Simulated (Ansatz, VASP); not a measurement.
# One calculation of Mo, two programs

```xyz
1
Lattice="2.6534 0.0000 0.0000 -1.3267 2.2980 0.0000 0.0000 0.0000 2.5935" Properties=species:S:1:pos:R:3 pbc="T T T"
Mo    0.0000    0.0000    1.2968
```

Change from the starting cell: strain -0.030 along x and y, +0.015 along z, atoms carried along.

Alike in both runs: task single point; functional LDA; k mesh 18 × 18 × 18; occupations gaussian, width 0.15 eV; no spin polarisation.

```csv
,VASP,Ansatz
version,VASP 6.6.1,Ansatz 0.2.0
potentials or method,"VASP PAW LDA potentials, release 64 (Mo_sv), cutoff 520 eV","scalar-relativistic, plane waves, PAW"
valence electrons in the cell,14,14
```

VASP gave:

```
gap on the k mesh at the Fermi level (eV)                     : none
pressure (GPa)                                                : 4.4
traceless stress, the component that is largest in VASP (GPa) : -16.52
```

Q: What did Ansatz give for the same quantities?

A: gap on the k mesh at the Fermi level (eV): none; pressure (GPa): 3.3; traceless stress, the component that is largest in VASP (GPa): -16.51.

LDA's correlation is that of Perdew and Zunger in VASP and of Perdew and Wang (1992) in Ansatz. A gap of «none» marks a metal or a gap that the smearing closes.
